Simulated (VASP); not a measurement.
# Al (Immm) in VASP: notebook

Runs on Al. Level: PBE. Tasks: single point.

All numbers are computed with VASP 6.6.1; they aren't measurements. Logs are shortened: lines on timing, memory, paths and dates and some standing lists are left out, and cuts for length are marked.

## 1. The cell of the first run

It takes space group Immm (No. 71, orthorhombic). The conventional cell has a = 2.755 Å, b = 2.970 Å, c = 4.048 Å, α = 90.00°, β = 90.00°, γ = 90.00°. Al (site symmetry mmm) has 12 Al at 2.76 to 2.97 Å within 3.6 Å.

## 2. Single point, PBE (strain -0.0750 x Voigt [0, 0, 0, 0, 1, 0])

Input file INCAR:

```
SYSTEM = Al
PREC     = Accurate       ! precision mode
ENCUT    = 520            ! plane-wave cutoff, eV
EDIFF    = 1E-6           ! SCF threshold, eV
ISMEAR   = 0              ! smearing method
SIGMA    = 0.15           ! smearing width, eV
LREAL    = .FALSE.        ! projectors in reciprocal space
LASPH    = .TRUE.         ! aspherical terms in the spheres
NELM     = 60             ! most SCF steps
ALGO     = Fast           ! electronic algorithm
ISIF     = 2              ! what is computed and relaxed
LWAVE    = .FALSE.        ! write WAVECAR
LCHARG   = .FALSE.        ! write CHGCAR
GGA      = PE             ! functional
NBANDS   = 8              ! bands
```

Input file KPOINTS:

```
regular mesh
0
G
  20 20 20
  0 0 0
```

Input file POSCAR:

```
Al
1.0
   -0.0758992500      2.0239800000      2.0239800000
    1.9480807500      0.0000000000      1.9480807500
    2.0239800000      2.0239800000     -0.0758992500
Al
1
Direct
    0.0000000000      0.0000000000      0.0000000000
```

Potentials or basis: VASP PAW PBE potentials, release 64 (Al).

The run is started by

```
> cat potpaw_PBE.64/Al/POTCAR > POTCAR
> mpirun -np 1 vasp_std > vasp.out
```

OUTCAR:

```text
SYSTEM = Al
   PREC = Accurate
   ENCUT = 520
   EDIFF = 1E-6
   ISMEAR = 0
   LREAL = .FALSE.
   LASPH = .TRUE.
   NELM = 60
   ISIF = 2
   GGA = PE

 ion  position               nearest neighbor table
   1  0.000  0.000  0.000-

  LATTYP: Found a body centered orthorhombic cell.
 ALAT       =     2.7550022172
 B/A-ratio  =     1.0779220779
 C/A-ratio  =     1.4693127921

  Lattice vectors:

 A1 = (   2.0239800000,  -2.0239800000,  -0.0758992500)
 A2 = (  -2.0239800000,  -2.0239800000,   0.0758992500)
 A3 = (   0.0758992500,   2.0239800000,  -2.0239800000)

Analysis of symmetry for initial positions (statically):
=====================================================================
 Subroutine PRICEL returns:
 Original cell was already a primitive cell.

 Routine SETGRP: Setting up the symmetry group for a
 body centered orthorhombic supercell.

 Subroutine GETGRP returns: Found  8 space group operations
 (whereof  8 operations were pure point group operations)
 out of a pool of  8 trial point group operations.

The static configuration has the point symmetry D_2h.

Analysis of symmetry for dynamics (positions and initial velocities):
=====================================================================
 Subroutine PRICEL returns:
 Original cell was already a primitive cell.

 Routine SETGRP: Setting up the symmetry group for a
 body centered orthorhombic supercell.

 Subroutine GETGRP returns: Found  8 space group operations
 (whereof  8 operations were pure point group operations)
 out of a pool of  8 trial point group operations.

The dynamic configuration has the point symmetry D_2h.

 Subroutine INISYM returns: Found  8 space group operations
 (whereof  8 operations are pure point group operations),
 and found     1 'primitive' translations

----------------------------------------------------------------------------------------

                                     Primitive cell

  volume of cell :      16.5591

  direct lattice vectors                    reciprocal lattice vectors
    -0.075899250  2.023980000  2.023980000    -0.238108929  0.247038014  0.238108929
     1.948080750  0.000000000  1.948080750     0.256662872 -0.247038014  0.256662872
     2.023980000  2.023980000 -0.075899250     0.238108929  0.247038014 -0.238108929

  length of vectors
     2.863346081  2.755002217  2.863346081     0.417635613  0.439066555  0.417635613

[... 79 lines left out ...]
   LREAL  =      F    real-space projection
   EDIFFG = 0.1E-04   stopping-criterion for IOM
   NSW    =      0    number of steps for IOM
   IBRION =     -1    ionic relax: 0-MD 1-quasi-New 2-CG
   NFREE  =      0    steps in history (QN), initial steepest desc. (CG)
   ISIF   =      2    stress and relaxation
   ISYM   =      2    0-nonsym 1-usesym 2-fastsym
   POTIM  = 0.5000    time-step for ionic-motion
   TEBEG  =    0.0;   TEEND  =   0.0 temperature during run
   PSTRESS=    0.0 pullay stress
   NELECT =       3.0000    total number of electrons
   NUPDOWN=      -1.0000    fix difference up-down
   EMIN   =  10.00;   EMAX   =-10.00  energy-range for DOS
   EFERMI =   0.00;   METHOD = LEGACY
   ISMEAR =     0;   SIGMA  =   0.15  broadening in eV -4-tet -1-fermi 0-gaus
   EFERMI_NEDOS =   21; number of points for ismear=-14 and -15
   IALGO  =     68    algorithm
   IMIX   =      4    mixing-type and parameters
     AMIX     =   0.40;   BMIX     =  1.00
     AMIX_MAG =   1.60;   BMIX_MAG =  1.00
  volume/ion in A,a.u.               =      16.56       111.75
  Fermi-wavevector in a.u.,A,eV,Ry     =   0.926338  1.750525 11.675184  0.858102
  Thomas-Fermi vector in A             =   2.052289
   LORBIT       =      0    0 simple, 1 ext, 2 COOP (PROOUT), +10 PAW based schemes
   GGA     = PE    functional components
   LHFCALC =     F    Hartree Fock is set to
   AEXX    =    0.0000 exact exchange contribution
   IVDW    =     0    specifies the selected vdW correction
   LEPSILON=     F    determine dielectric tensor
   LRPA    =     F    only Hartree local field effects (RPA)
 non-spin polarized calculation
 RMM-DIIS sequential band-by-band and
 Gauss-broadening in eV      SIGMA  =   0.15
  energy-cutoff  :      520.00
  volume of cell :       16.56
 maximum number of plane-waves:       463
 NGX is ok and might be reduce to    24
   NGX = 11   NGY = 11   NGZ = 11

 number of electron       3.0000000 magnetization

 Free energy of the ion-electron system (eV)
  ---------------------------------------------------
  ext. energy  EPLUGINS =         0.00000000
  ---------------------------------------------------
  free energy    TOTEN  =        -3.73837581 eV

  energy without entropy =       -3.73379176  energy(sigma->0) =       -3.73608379

 E-fermi :   7.9730     XC(G=0): -10.1814

 val. band max:        7.9714766539   @ k =  -0.0500   0.3500  -0.0000
 cond. band min:       7.9732257427   @ k =   0.4000   0.1500   0.0000
 fundamental gap:      0.0017490889
 Fermi energy:         7.9730485952

 k-point     1 :       0.0000    0.0000    0.0000
  band No.  band energies     occupation
      1      -3.1502      2.00000
      2      19.4288      0.00000
      3      20.4129      0.00000
      4      20.7777      0.00000
      5      21.4392      0.00000
      6      21.7959      0.00000
      7      23.3565      0.00000
      8      25.0785      0.00000
[... 243 lines left out ...]
 k-point    24 :      -0.4000    0.0500   -0.0000
  band No.  band energies     occupation
      1       1.3416      2.00000
      2       5.4205      2.00000
      3      18.2387      0.00000
      4      19.3286      0.00000
      5      20.2119      0.00000
      6      21.1366      0.00000
      7      23.5936      0.00000
      8      25.4952      0.00000

 [... further k-points ...]

------------------------ aborting loop because EDIFF is reached ----------------------------------------

  FORCE on cell =-STRESS in cart. coord.  units (eV):
  Direction    XX          YY          ZZ          XY          YZ          ZX
  --------------------------------------------------------------------------------------
  -------------------------------------------------------------------------------------
  Total        0.0547986     -0.0863701      0.0547986      0.0000000      0.0000000      0.2517417
  in kB        5.3020359     -8.3567351      5.3020359      0.0000000      0.0000000     24.3572543
  external PRESSURE =       0.7491122 kB  Pullay stress =       0.0000000 kB

 VOLUME and BASIS-vectors are now :
 -----------------------------------------------------------------------------
  energy-cutoff  :      520.00
  volume of cell :       16.56
      direct lattice vectors                 reciprocal lattice vectors
    -0.075899250  2.023980000  2.023980000    -0.238108929  0.247038014  0.238108929
     1.948080750  0.000000000  1.948080750     0.256662872 -0.247038014  0.256662872
     2.023980000  2.023980000 -0.075899250     0.238108929  0.247038014 -0.238108929

 POSITION                                       TOTAL-FORCE (eV/Angst)
 -----------------------------------------------------------------------------------
      0.00000      0.00000      0.00000         0.000000      0.000000     -0.000000
 -----------------------------------------------------------------------------------
    total drift:                               -0.000000      0.000000      0.000000

  FREE ENERGIE OF THE ION-ELECTRON SYSTEM (eV)
  ---------------------------------------------------
  free  energy   TOTEN  =        -3.7383758142 eV

  energy  without entropy=       -3.7337917605  energy(sigma->0) =       -3.73608379
```

OSZICAR:

```text
N       E                     dE             d eps       ncg     rms          rms(c)
DAV:   1    -0.236895552644E+01   -0.23690E+01   -0.86075E+02 18728   0.204E+02
DAV:   2    -0.375396667406E+01   -0.13850E+01   -0.13332E+01 25896   0.186E+01
DAV:   3    -0.376088833318E+01   -0.69217E-02   -0.69168E-02 24360   0.148E+00
DAV:   4    -0.376090506498E+01   -0.16732E-04   -0.16732E-04 28728   0.633E-02
DAV:   5    -0.376090510743E+01   -0.42448E-07   -0.42459E-07 24680   0.183E-03    0.131E+00
RMM:   6    -0.374787241675E+01    0.13033E-01   -0.10202E-03 18676   0.184E-01    0.769E-01
RMM:   7    -0.373836097553E+01    0.95114E-02   -0.33511E-03 21547   0.318E-01    0.122E-01
RMM:   8    -0.373837464917E+01   -0.13674E-04   -0.15512E-04 20895   0.781E-02    0.226E-02
RMM:   9    -0.373837650726E+01   -0.18581E-05   -0.22575E-05 21561   0.290E-02    0.117E-02
RMM:  10    -0.373837581424E+01    0.69301E-06   -0.48794E-06 22046   0.137E-02
   1 F= -.37383758E+01 E0= -.37360838E+01  d E =-.458405E-02
```

It took 82 s on 1 thread of Intel Xeon 8259CL, shared host; peak memory 0.24 GiB.

Results:

| Item | Value |
| --- | --- |
| Free energy | -3.7384 eV |
| Pressure | 0.1 GPa |
| Band gap on the k mesh | zero (an odd number of electrons rules out a gap without spin polarisation) |

Caveat: the cell differs from its parent crystal (strain -0.0750 x Voigt [0, 0, 0, 0, 1, 0]).

## 3. Single point, PBE (strain +0.0375 x Voigt [0, 0, 0, 0, 1, 0])

Input file INCAR:

```
SYSTEM = Al
ALGO = Fast
EDIFF = 1E-6
ENCUT = 520
GGA = PE
ISIF = 2
ISMEAR = 0
LASPH = .True.
LCHARG = .False.
LREAL = .False.
LWAVE = .False.
NBANDS = 8
NELM = 60
PREC = Accurate
SIGMA = 0.15
```

Input file KPOINTS:

```
k-points
0
Gamma
  20 20 20
  0 0 0
```

Input file POSCAR:

```
Al
1.0
    0.0379496250      2.0239800000      2.0239800000
    2.0619296250      0.0000000000      2.0619296250
    2.0239800000      2.0239800000      0.0379496250
Al
1
Direct
    0.0000000000      0.0000000000      0.0000000000
```

Potentials or basis: VASP PAW PBE potentials, release 64 (Al).

The run is started by

```
> cat potpaw_PBE.64/Al/POTCAR > POTCAR
> mpirun -np 1 vasp_std > vasp.out
```

OUTCAR:

```text
SYSTEM = Al
   EDIFF = 1E-6
   ENCUT = 520
   GGA = PE
   ISIF = 2
   ISMEAR = 0
   LASPH = .True.
   LREAL = .False.
   NELM = 60
   PREC = Accurate

 ion  position               nearest neighbor table
   1  0.000  0.000  0.000-

  LATTYP: Found a body centered orthorhombic cell.
 ALAT       =     2.8086710916
 B/A-ratio  =     1.0382165605
 C/A-ratio  =     1.4412367515

  Lattice vectors:

 A1 = (   0.0379496250,  -2.0239800000,   2.0239800000)
 A2 = (  -0.0379496250,  -2.0239800000,  -2.0239800000)
 A3 = (   2.0239800000,   2.0239800000,   0.0379496250)

Analysis of symmetry for initial positions (statically):
=====================================================================
 Subroutine PRICEL returns:
 Original cell was already a primitive cell.

 Routine SETGRP: Setting up the symmetry group for a
 body centered orthorhombic supercell.

 Subroutine GETGRP returns: Found  8 space group operations
 (whereof  8 operations were pure point group operations)
 out of a pool of  8 trial point group operations.

[... 162 lines left out ...]
 E-fermi :   7.9730     XC(G=0): -10.1794

 val. band max:        7.9576078031   @ k =  -0.4500   0.4500   0.1000
 cond. band min:       7.9777496405   @ k =  -0.4500   0.4000   0.0500
 fundamental gap:      0.0201418374
 Fermi energy:         7.9730201589

 k-point     1 :       0.0000    0.0000    0.0000
  band No.  band energies     occupation
      1      -3.1515      2.00000
      2      19.9671      0.00000
      3      20.5074      0.00000
      4      21.1482      0.00000
      5      21.3689      0.00000
      6      21.8286      0.00000
      7      22.6555      0.00000
      8      24.5792      0.00000
[... 243 lines left out ...]
 k-point    24 :      -0.4000    0.0500    0.0000
  band No.  band energies     occupation
      1       1.6414      2.00000
      2       6.0986      2.00000
      3      16.9458      0.00000
      4      19.0144      0.00000
      5      19.7956      0.00000
      6      20.3655      0.00000
      7      22.8939      0.00000
      8      24.4497      0.00000

 [... further k-points ...]

------------------------ aborting loop because EDIFF is reached ----------------------------------------

  FORCE on cell =-STRESS in cart. coord.  units (eV):
  Direction    XX          YY          ZZ          XY          YZ          ZX
  --------------------------------------------------------------------------------------
  -------------------------------------------------------------------------------------
  Total       -0.0060636     -0.0875681     -0.0060636      0.0000000      0.0000000     -0.1223556
  in kB       -0.5860646     -8.4637041     -0.5860646      0.0000000      0.0000000    -11.8260158
  external PRESSURE =      -3.2119445 kB  Pullay stress =       0.0000000 kB

 VOLUME and BASIS-vectors are now :
 -----------------------------------------------------------------------------
  energy-cutoff  :      520.00
  volume of cell :       16.58
      direct lattice vectors                 reciprocal lattice vectors
     0.037949625  2.023980000  2.023980000    -0.251758486  0.247038014  0.251758486
     2.061929625  0.000000000  2.061929625     0.242491302 -0.247038014  0.242491302
     2.023980000  2.023980000  0.037949625     0.251758486  0.247038014 -0.251758486

 POSITION                                       TOTAL-FORCE (eV/Angst)
 -----------------------------------------------------------------------------------
      0.00000      0.00000      0.00000         0.000000      0.000000      0.000000
 -----------------------------------------------------------------------------------
    total drift:                                0.000000      0.000000     -0.000000

  FREE ENERGIE OF THE ION-ELECTRON SYSTEM (eV)
  ---------------------------------------------------
  free  energy   TOTEN  =        -3.7453261656 eV

  energy  without entropy=       -3.7405157167  energy(sigma->0) =       -3.74292094
```

OSZICAR:

```text
N       E                     dE             d eps       ncg     rms          rms(c)
DAV:   1    -0.231522373706E+01   -0.23152E+01   -0.86325E+02 18744   0.204E+02
DAV:   2    -0.376051804565E+01   -0.14453E+01   -0.13893E+01 25928   0.188E+01
DAV:   3    -0.376782404923E+01   -0.73060E-02   -0.73020E-02 24192   0.151E+00
DAV:   4    -0.376784136789E+01   -0.17319E-04   -0.17318E-04 29056   0.641E-02
DAV:   5    -0.376784141245E+01   -0.44560E-07   -0.43960E-07 24304   0.183E-03    0.130E+00
RMM:   6    -0.375481744063E+01    0.13024E-01   -0.10664E-03 18670   0.187E-01    0.762E-01
RMM:   7    -0.374531017793E+01    0.95073E-02   -0.34770E-03 21284   0.322E-01    0.122E-01
RMM:   8    -0.374532485415E+01   -0.14676E-04   -0.15621E-04 20816   0.786E-02    0.232E-02
RMM:   9    -0.374532682827E+01   -0.19741E-05   -0.23048E-05 21557   0.292E-02    0.116E-02
RMM:  10    -0.374532616559E+01    0.66267E-06   -0.49807E-06 22031   0.139E-02
   1 F= -.37453262E+01 E0= -.37429209E+01  d E =-.481045E-02
```

Run time: 1.8 min. Hardware: 1 thread of Intel Xeon 8259CL, shared host; peak memory 0.25 GiB.

What came out:

```
Free energy            : -3.7453 eV
Pressure               : -0.3 GPa
Band gap on the k mesh : zero (an odd number of electrons rules out a gap without spin polarisation)
```

Stress tensor (GPa, compression positive):
```
-0.06  0.00 -1.18
 0.00 -0.85  0.00
-1.18  0.00 -0.06
```

Caveat: the cell differs from its parent crystal (strain +0.0375 x Voigt [0, 0, 0, 0, 1, 0]).

## 4. Single point, PBE (strain +0.0562 x Voigt [0, 0, 0, 0, 1, 0])

Input file INCAR:

```
  ALGO = Fast
  EDIFF = 1E-6
  ENCUT = 520
  GGA = PE
  ISIF = 2
  ISMEAR = 0
  LASPH = T
  LCHARG = F
  LREAL = F
  LWAVE = F
  NBANDS = 8
  NELM = 60
  PREC = Accurate
  SIGMA = 0.15
```

Input file KPOINTS:

```
k-points
0
Gamma
  20 20 20
```

Input file POSCAR:

```
Al
1.0
    0.0568738380      2.0239800000      2.0239800000
    2.0808538380      0.0000000000      2.0808538380
    2.0239800000      2.0239800000      0.0568738380
Al
1
Direct
    0.0000000000      0.0000000000      0.0000000000
```

The run is started by

```
> cat potpaw_PBE.64/Al/POTCAR > POTCAR
> mpirun -np 1 vasp_std > vasp.out
```

Wall time 1.8 min (1 thread of Intel Xeon 8259CL, shared host); peak memory 0.25 GiB.

Results (log left out):

| Quantity | Value |
| --- | --- |
| Free energy | -3.7425 eV |
| Pressure | -0.2 GPa |
| Band gap on the k mesh | zero (an odd number of electrons rules out a gap without spin polarisation) |

Stress tensor (GPa, compression positive):
```
 0.26  0.00 -1.76
 0.00 -0.99  0.00
-1.76  0.00  0.26
```

Levels at points of the mesh, in eV from the Fermi level:
| k point | band 1 | band 2 | band 3 | band 4 | band 5 |
| --- | --- | --- | --- | --- | --- |
| (0.00, 0.00, 0.00) | -11.12 | 11.73 | 12.50 | 13.10 | 13.50 |
| (0.50, 0.00, 0.00) | -4.44 | -4.04 | 10.68 | 10.71 | 11.06 |
| (0.00, 0.50, 0.00) | -4.73 | -4.73 | 11.25 | 11.50 | 12.09 |
| (0.50, 0.50, 0.00) | -2.92 | -1.59 | 5.25 | 5.58 | 5.58 |
| (0.50, 0.00, 0.50) | -2.93 | -1.63 | 4.59 | 5.06 | 6.61 |

Caveat: the cell differs from its parent crystal (strain +0.0562 x Voigt [0, 0, 0, 0, 1, 0]).

## 5. Single point, PBE (strain +0.0187 x Voigt [0, 0, 0, 0, 1, 0])

Input file INCAR:

```
SYSTEM = Al
PREC = Accurate
ENCUT = 520
EDIFF = 1E-6
ISMEAR = 0
SIGMA = 0.15
LREAL = .FALSE.
LASPH = .TRUE.
NELM = 100
ALGO = Fast
ISIF = 2
LWAVE = .FALSE.
LCHARG = .FALSE.
GGA = PE
NBANDS = 8
```

Input file KPOINTS:

```
regular mesh
0
G
  20 20 20
  0 0 0
```

Input file POSCAR:

```
Al
1.0
    0.0189242130      2.0239800000      2.0239800000
    2.0429042130      0.0000000000      2.0429042130
    2.0239800000      2.0239800000      0.0189242130
Al
1
Direct
    0.0000000000      0.0000000000      0.0000000000
```

The run is started by

```
> cat potpaw_PBE.64/Al/POTCAR > POTCAR
> mpirun -np 1 vasp_std > vasp.out
```

Run time: 1.8 min. Hardware: 1 thread of Intel Xeon 8259CL, shared host; peak memory 0.25 GiB.

The run converged. Its results:

```yaml
Free_energy: -3.7470 eV
Pressure: -0.4 GPa
Band_gap_on_the_k_mesh: zero (an odd number of electrons rules out a gap without spin polarisation)
```

Stress tensor (GPa, compression positive):
```
-0.31  0.00 -0.57
 0.00 -0.63  0.00
-0.57  0.00 -0.31
```

Levels at points of the mesh, in eV from the Fermi level:
```csv
k point,band 1,band 2,band 3,band 4
"(0.00, 0.00, 0.00)",-11.13,12.27,12.55,12.86
"(0.50, 0.00, 0.00)",-4.56,-4.29,11.10,11.15
"(0.00, 0.50, 0.00)",-4.65,-4.52,11.35,11.39
"(0.50, 0.50, 0.00)",-2.94,-1.63,5.22,5.54
"(0.50, 0.00, 0.50)",-2.95,-1.63,5.20,5.21
```

Caveat: the cell differs from its parent crystal (strain +0.0187 x Voigt [0, 0, 0, 0, 1, 0]).

## 6. Overview

| cell | gap on the mesh (eV) | pressure (GPa) |
| --- | --- | --- |
| a = 2.863, b = 2.755 Å, angles 61.2, 62.5, 61.2°, 1 atom | none | 0.1 |
| a = 2.863, b = 2.916 Å, angles 59.4, 58.8, 59.4°, 1 atom | none | -0.3 |
| a = 2.863, b = 2.943 Å, angles 59.1, 58.1, 59.1°, 1 atom | none | -0.2 |
| a = 2.862, b = 2.889 Å, angles 59.7, 59.4, 59.7°, 1 atom | none | -0.4 |

Alike in all rows: task single point; level PBE; potentials or basis VASP PAW PBE potentials, release 64 (Al); no spin polarisation; k mesh 20 × 20 × 20; cutoff (eV) 520; smearing gaussian 0.15 eV.

Total energies depend on the potentials used, so only differences within one code and one set of settings carry meaning.

The gap in the log of VASP goes by the Fermi energy; the results here count the filled bands.